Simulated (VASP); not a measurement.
# CuI (Marshite) (F-43m) in VASP: further runs

CuI (Marshite) is run at these levels: BLYP, LDA, PBEsol; tasks: single point.

Everything below comes from runs of VASP 6.6.1. Logs are shortened: lines on timing, memory, paths and dates and some standing lists are left out, and cuts for length are marked.

## (1) The cell of the first run

Symmetry: F-43m, No. 216, cubic system. The conventional cell has a = 6.063 Å, b = 6.063 Å, c = 6.063 Å, α = 90.00°, β = 90.00°, γ = 90.00°. Within 3.5 Å of Cu (site symmetry -43m) lie 4 I at 2.63 Å. I (site symmetry -43m) has 4 Cu at 2.63 Å within 3.5 Å.

## (2) Single point, BLYP

Contents of INCAR:

```
AGGAC    = 1.0          
AGGAX    = 1.0          
ALDAC    = 0.0          
ALDAX    = 1.0          
ALGO     = Normal         # electronic algorithm
EDIFF    = 1E-6           # SCF threshold, eV
ENCUT    = 520            # plane-wave cutoff, eV
GGA      = B5             # functional
ISIF     = 2              # what is computed and relaxed
ISMEAR   = -1             # smearing method
LASPH    = True           # aspherical terms in the spheres
LCHARG   = False          # write CHGCAR
LREAL    = False          # projectors in reciprocal space
LWAVE    = False          # write WAVECAR
NBANDS   = 16             # bands
NELM     = 60             # most SCF steps
PREC     = Accurate       # precision mode
SIGMA    = 0.02           # smearing width, eV
```

Contents of KPOINTS:

```
k-points
0
Gamma
  6 6 6
```

Contents of POSCAR:

```
CuI
1.0
    4.2871880000      0.0000000000      0.0000000000
    2.1435940000      3.7128137188      0.0000000000
    2.1435940000      1.2376045729      3.5004743438
Cu I
1 1
Direct
    0.2500000000      0.2500000000      0.2500000000
    0.0000000000      0.0000000000      0.0000000000
```

Potentials or basis: VASP PAW PBE potentials, release 64 (Cu, I).

Launch:

```
$ cat potpaw_PBE.64/Cu/POTCAR potpaw_PBE.64/I/POTCAR > POTCAR
$ mpirun -np 1 vasp_std > vasp.out
```

OUTCAR:

```text
EDIFF = 1E-6
   ENCUT = 520
   GGA = B5
   ISIF = 2
   ISMEAR = -1
   LASPH = True
   LREAL = False
   NELM = 60
   PREC = Accurate

 ion  position               nearest neighbor table
   1  0.250  0.250  0.250-   2 2.63   2 2.63   2 2.63   2 2.63
   2  0.000  0.000  0.000-   1 2.63   1 2.63   1 2.63   1 2.63

  LATTYP: Found a face centered cubic cell.
 ALAT       =     6.0629994140

  Lattice vectors:

 A1 = (   4.2871880000,   0.0000000000,   0.0000000000)
 A2 = (   2.1435940000,   3.7128137188,   0.0000000000)
 A3 = (   2.1435940000,   1.2376045729,   3.5004743438)

Analysis of symmetry for initial positions (statically):
=====================================================================
 Subroutine PRICEL returns:
 Original cell was already a primitive cell.

 Routine SETGRP: Setting up the symmetry group for a
 face centered cubic supercell.

 Subroutine GETGRP returns: Found 24 space group operations
 (whereof 24 operations were pure point group operations)
 out of a pool of 48 trial point group operations.

The static configuration has the point symmetry T_d .

Analysis of symmetry for dynamics (positions and initial velocities):
=====================================================================
 Subroutine PRICEL returns:
 Original cell was already a primitive cell.

 Routine SETGRP: Setting up the symmetry group for a
 face centered cubic supercell.

 Subroutine GETGRP returns: Found 24 space group operations
 (whereof 24 operations were pure point group operations)
 out of a pool of 48 trial point group operations.

The dynamic configuration has the point symmetry T_d .

 Subroutine INISYM returns: Found 24 space group operations
 (whereof 24 operations are pure point group operations),
 and found     1 'primitive' translations

----------------------------------------------------------------------------------------

                                     Primitive cell

  volume of cell :      55.7189

  direct lattice vectors                    reciprocal lattice vectors
     4.287188000  0.000000000  0.000000000     0.233253125 -0.134668755 -0.095225190
     2.143594000  3.712813719  0.000000000     0.000000000  0.269337509 -0.095225190
     2.143594000  1.237604573  3.500474344     0.000000000  0.000000000  0.285675569

  length of vectors
     4.287188000  4.287188000  4.287188000     0.285675569  0.285675569  0.285675569

  position of ions in fractional coordinates (direct lattice)
     0.250000000  0.250000000  0.250000000
     0.000000000  0.000000000  0.000000000

  ion indices of the primitive-cell ions
   primitive index   ion index
                 1           1
                 2           2

----------------------------------------------------------------------------------------

 KPOINTS: k-points

Automatic generation of k-mesh.
 Grid dimensions read from file:
 generate k-points for:    6    6    6

 Generating k-lattice:

  Cartesian coordinates                     Fractional coordinates (reciprocal lattice)
     0.038875521 -0.022444792 -0.015870865     0.166666667  0.000000000  0.000000000
     0.000000000  0.044889585 -0.015870865     0.000000000  0.166666667 -0.000000000
     0.000000000  0.000000000  0.047612595     0.000000000  0.000000000  0.166666667

  Length of vectors
     0.047612595  0.047612595  0.047612595

  Shift w.r.t. Gamma in fractional coordinates (k-lattice)
     0.000000000  0.000000000  0.000000000

 Subroutine IBZKPT returns following result:
 ===========================================

 Found     16 irreducible k-points:

 Following reciprocal coordinates:
            Coordinates               Weight
  0.000000  0.000000  0.000000      1.000000
  0.166667  0.000000 -0.000000      8.000000
  0.333333  0.000000 -0.000000      8.000000
  0.500000 -0.000000 -0.000000      4.000000
  0.166667  0.166667 -0.000000      6.000000
  0.333333  0.166667 -0.000000     24.000000
[... 8 lines left out ...]
 -0.333333  0.333333  0.166667     24.000000
 -0.333333  0.500000  0.166667     12.000000
   k-points           NKPTS =     16   k-points in BZ     NKDIM =     16   number of bands    NBANDS=     16
   number of dos      NEDOS =    301   number of ions     NIONS =      2
   total plane-waves  NPLWV =  32768
   dimension x,y,z NGX =    32 NGY =   32 NGZ =   32
   dimension x,y,z NGXF=    64 NGYF=   64 NGZF=   64
   ions per type =               1   1
   NGX,Y,Z   is equivalent  to a cutoff of  12.41, 12.41, 12.41 a.u.
   NGXF,Y,Z  is equivalent  to a cutoff of  24.82, 24.82, 24.82 a.u.
 SYSTEM =  unknown system
   PREC   = accura    normal or accurate (medium, high low for compatibility)
   ISTART =      0    job   : 0-new  1-cont  2-samecut
   ICHARG =      2    charge: 1-file 2-atom 10-const
   ISPIN  =      1    spin polarized calculation?
   LNONCOLLINEAR =      F non collinear calculations
   LSORBIT =      F    spin-orbit coupling
   LASPH  =      T    aspherical Exc in radial PAW
   ENCUT  =  520.0 eV  38.22 Ry    6.18 a.u.   7.97  7.97  7.97*2*pi/ulx,y,z
   NELM   =     60;   NELMIN=  2; NELMDL= -5     # of ELM steps
   EDIFF  = 0.1E-05   stopping-criterion for ELM
   LREAL  =      F    real-space projection
   EDIFFG = 0.1E-04   stopping-criterion for IOM
   NSW    =      0    number of steps for IOM
   IBRION =     -1    ionic relax: 0-MD 1-quasi-New 2-CG
   NFREE  =      0    steps in history (QN), initial steepest desc. (CG)
   ISIF   =      2    stress and relaxation
   ISYM   =      2    0-nonsym 1-usesym 2-fastsym
   POTIM  = 0.5000    time-step for ionic-motion
   TEBEG  =    0.0;   TEEND  =   0.0 temperature during run
   PSTRESS=    0.0 pullay stress
   NELECT =      18.0000    total number of electrons
   NUPDOWN=      -1.0000    fix difference up-down
   EMIN   =  10.00;   EMAX   =-10.00  energy-range for DOS
   EFERMI =   0.00;   METHOD = LEGACY
   ISMEAR =    -1;   SIGMA  =   0.02  broadening in eV -4-tet -1-fermi 0-gaus
   EFERMI_NEDOS =   21; number of points for ismear=-14 and -15
   IALGO  =     38    algorithm
   IMIX   =      4    mixing-type and parameters
     AMIX     =   0.40;   BMIX     =  1.00
     AMIX_MAG =   1.60;   BMIX_MAG =  1.00
  volume/ion in A,a.u.               =      27.86       188.00
  Fermi-wavevector in a.u.,A,eV,Ry     =   1.123306  2.122741 17.168059  1.261817
  Thomas-Fermi vector in A             =   2.259972
   LORBIT       =      0    0 simple, 1 ext, 2 COOP (PROOUT), +10 PAW based schemes
   GGA     = B5    functional components
   LHFCALC =     F    Hartree Fock is set to
   AEXX    =    0.0000 exact exchange contribution
   IVDW    =     0    specifies the selected vdW correction
   LEPSILON=     F    determine dielectric tensor
   LRPA    =     F    only Hartree local field effects (RPA)
 non-spin polarized calculation
  energy-cutoff  :      520.00
  volume of cell :       55.72
 maximum number of plane-waves:      1524
   NGX = 15   NGY = 15   NGZ = 15

 number of electron      18.0000014 magnetization

 Free energy of the ion-electron system (eV)
  ---------------------------------------------------
  ext. energy  EPLUGINS =         0.00000000
  ---------------------------------------------------
  free energy    TOTEN  =        -4.59381490 eV

  energy without entropy =       -4.59381490  energy(sigma->0) =       -4.59381490

 E-fermi :   5.2544     XC(G=0):  -8.4247

 val. band max:        4.7865149394   @ k =   0.0000   0.0000   0.0000
 cond. band min:       6.0078040710   @ k =   0.0000   0.0000   0.0000
 fundamental gap:      1.2212891316
 Fermi energy:         5.2543714497

 k-point     1 :       0.0000    0.0000    0.0000
  band No.  band energies     occupation
      1      -9.1665      2.00000
      2       1.1803      2.00000
      3       1.1803      2.00000
      4       1.1803      2.00000
      5       2.9112      2.00000
      6       2.9112      2.00000
[... 8 lines left out ...]
     15      14.5143      0.00000
     16      14.5143      0.00000

 k-point     2 :       0.1667    0.0000   -0.0000
  band No.  band energies     occupation
      1      -9.0430      2.00000
      2       0.7007      2.00000
      3       1.1920      2.00000
      4       1.1920      2.00000
      5       2.9028      2.00000
      6       2.9028      2.00000
[... 8 lines left out ...]
     15      13.6903      0.00000
     16      14.0789      0.00000

 k-point     3 :       0.3333    0.0000   -0.0000
  band No.  band energies     occupation
      1      -8.7722      2.00000
      2      -0.2427      2.00000
      3       1.2088      2.00000
      4       1.2088      2.00000
      5       2.9133      2.00000
      6       2.9133      2.00000
[... 8 lines left out ...]
     15      14.1633      0.00000
     16      14.1633      0.00000

 k-point     4 :       0.5000   -0.0000   -0.0000
  band No.  band energies     occupation
      1      -8.6224      2.00000
      2      -0.7012      2.00000
      3       1.2134      2.00000
      4       1.2134      2.00000
      5       2.9384      2.00000
      6       2.9384      2.00000
[... 8 lines left out ...]
     15      15.7985      0.00000
     16      15.7985      0.00000
[... 172 lines left out ...]
 k-point    14 :       0.5000    0.3333    0.1667
  band No.  band energies     occupation
      1      -8.5855      2.00000
      2      -0.2683      2.00000
      3       0.7377      2.00000
      4       1.1583      2.00000
      5       2.8545      2.00000
      6       2.9286      2.00000
[... 8 lines left out ...]
     15      15.8602      0.00000
     16      16.9289      0.00000

 k-point    15 :      -0.3333    0.3333    0.1667
  band No.  band energies     occupation
      1      -8.4831      2.00000
      2      -0.3184      2.00000
      3       0.4520      2.00000
      4       1.1264      2.00000
      5       2.8241      2.00000
      6       2.9156      2.00000
[... 8 lines left out ...]
     15      16.0677      0.00000
     16      16.6663      0.00000

 k-point    16 :      -0.3333    0.5000    0.1667
  band No.  band energies     occupation
      1      -8.4349      2.00000
      2      -0.4197      2.00000
      3       0.5912      2.00000
      4       1.0489      2.00000
      5       2.8677      2.00000
      6       2.8871      2.00000
[... 8 lines left out ...]
     15      16.4100      0.00000
     16      17.0002      0.00000

------------------------ aborting loop because EDIFF is reached ----------------------------------------

  FORCE on cell =-STRESS in cart. coord.  units (eV):
  Direction    XX          YY          ZZ          XY          YZ          ZX
  --------------------------------------------------------------------------------------
  -------------------------------------------------------------------------------------
  Total        1.3292807      1.3292807      1.3292807     -0.0000000     -0.0000000     -0.0000000
  in kB       38.2229924     38.2229924     38.2229924     -0.0000000     -0.0000000     -0.0000000
  external PRESSURE =      38.2229924 kB  Pullay stress =       0.0000000 kB

 VOLUME and BASIS-vectors are now :
 -----------------------------------------------------------------------------
  energy-cutoff  :      520.00
  volume of cell :       55.72
      direct lattice vectors                 reciprocal lattice vectors
     4.287188000  0.000000000  0.000000000     0.233253125 -0.134668755 -0.095225190
     2.143594000  3.712813719  0.000000000     0.000000000  0.269337509 -0.095225190
     2.143594000  1.237604573  3.500474344     0.000000000  0.000000000  0.285675569

 POSITION                                       TOTAL-FORCE (eV/Angst)
 -----------------------------------------------------------------------------------
      2.14359      1.23760      0.87512        -0.000000      0.000000      0.000000
      0.00000      0.00000      0.00000         0.000000     -0.000000     -0.000000
 -----------------------------------------------------------------------------------
    total drift:                               -0.000003     -0.000002     -0.000001

  FREE ENERGIE OF THE ION-ELECTRON SYSTEM (eV)
  ---------------------------------------------------
  free  energy   TOTEN  =        -4.5938149011 eV

  energy  without entropy=       -4.5938149010  energy(sigma->0) =       -4.59381490
```

It took 31 s on 1 thread of Intel Xeon 8259CL, shared host; peak memory 0.17 GiB.

Results:

- Free energy: -4.5938 eV
- Pressure: 3.8 GPa
- Band gap on the k mesh: 1.22 eV, direct

Caveat: the PAW data sets were made with another functional, which shifts forces and pressure a little; spin-orbit coupling is left out, which moves the levels of the heavy elements. Expect the measured gap to be larger: semilocal functionals such as BLYP lack the derivative discontinuity.

## (3) Single point, LDA

Contents of INCAR:

```
  PREC = Accurate
  ENCUT = 520
  EDIFF = 1E-6
  ISMEAR = -1
  SIGMA = 0.02
  LREAL = F
  LASPH = T
  NELM = 100
  ALGO = Normal
  ISIF = 2
  LWAVE = F
  LCHARG = F
  NBANDS = 16
```

Contents of KPOINTS:

```
Automatic mesh
0
Gamma
  6 6 6
```

POSCAR is that of step 2.

Potentials or basis: VASP PAW LDA potentials, release 64 (Cu, I).

Launch:

```
$ cat potpaw_LDA.64/Cu/POTCAR potpaw_LDA.64/I/POTCAR > POTCAR
$ mpirun -np 1 vasp_std > vasp.out
```

Run time: 18 s. Hardware: 1 thread of Intel Xeon 8259CL, shared host; peak memory 0.16 GiB.

The run converged. Its results:

```
Free energy            : -6.9158 eV
Pressure               : -4.2 GPa
Band gap on the k mesh : 1.00 eV, direct
```

Levels at points of the mesh, in eV from the valence-band top:
```csv
k point,band 5,band 6,band 7,band 8,band 9,band 10,band 11,band 12,band 13,band 14
"(0.00, 0.00, 0.00)",-1.92,-1.92,0.00,0.00,0.00,1.00,4.87,4.87,4.87,7.98
"(0.50, 0.00, 0.00)",-1.89,-1.89,-1.85,-0.72,-0.72,2.07,5.40,5.40,7.25,8.96
"(0.50, 0.50, 0.00)",-1.95,-1.86,-1.83,-1.55,-1.55,2.62,2.85,9.04,9.70,9.70
```

Caveat: spin-orbit coupling is left out, which moves the levels of the heavy elements. As with any semilocal functional, this LDA gap is likely too small.

## (4) Single point, PBEsol

Contents of INCAR:

```
ALGO = Normal
EDIFF = 1E-6
ENCUT = 520
GGA = PS
ISIF = 2
ISMEAR = -1
LASPH = True
LCHARG = True
LELF = True
LREAL = False
LVHAR = True
LWAVE = False
NBANDS = 16
NELM = 80
PREC = Accurate
SIGMA = 0.02
```

Contents of KPOINTS:

```
k-points
0
Gamma
  6 6 6
```

POSCAR is that of step 3.

Potentials or basis: VASP PAW PBE potentials, release 64 (Cu, I).

Launch:

```
$ cat potpaw_PBE.64/Cu/POTCAR potpaw_PBE.64/I/POTCAR > POTCAR
$ mpirun -np 1 vasp_std > vasp.out
```

Wall time 20 s (1 thread of Intel Xeon 8259CL, shared host); peak memory 0.18 GiB.

The run converged. Its results:

```yaml
Free_energy: -6.2920 eV
Pressure: -2.1 GPa
Band_gap_on_the_k_mesh: 1.03 eV, direct
```

Levels at points of the mesh, in eV from the valence-band top:
| k point | band 7 | band 8 | band 9 | band 10 | band 11 | band 12 |
| --- | --- | --- | --- | --- | --- | --- |
| (0.00, 0.00, 0.00) | 0.00 | 0.00 | 0.00 | 1.03 | 4.83 | 4.83 |
| (0.50, 0.00, 0.00) | -1.80 | -0.72 | -0.72 | 2.08 | 5.36 | 5.36 |
| (0.50, 0.50, 0.00) | -1.79 | -1.52 | -1.52 | 2.60 | 2.85 | 9.08 |

Caveat: the PAW data sets were made with another functional, which shifts forces and pressure a little; spin-orbit coupling is left out, which moves the levels of the heavy elements. PBEsol gaps usually lie below the measured ones, often by a third to a half.

## (5) The runs side by side

```tsv
level	potentials or basis	gap on the mesh (eV)	pressure (GPa)
BLYP	VASP PAW PBE potentials, release 64 (Cu, I)	1.22	3.8
LDA	VASP PAW LDA potentials, release 64 (Cu, I)	1.00	-4.2
PBEsol	VASP PAW PBE potentials, release 64 (Cu, I)	1.03	-2.1
```

Alike in all rows: task single point; no spin polarisation; cell as given; k mesh 6 × 6 × 6; cutoff (eV) 520; smearing fermi-dirac 0.02 eV.

Caveats: spin-orbit coupling is left out, which moves the levels of the heavy elements; the PAW data sets were made with another functional, which shifts forces and pressure a little (some runs).

Absolute energies hang on the potentials; compare differences alone.
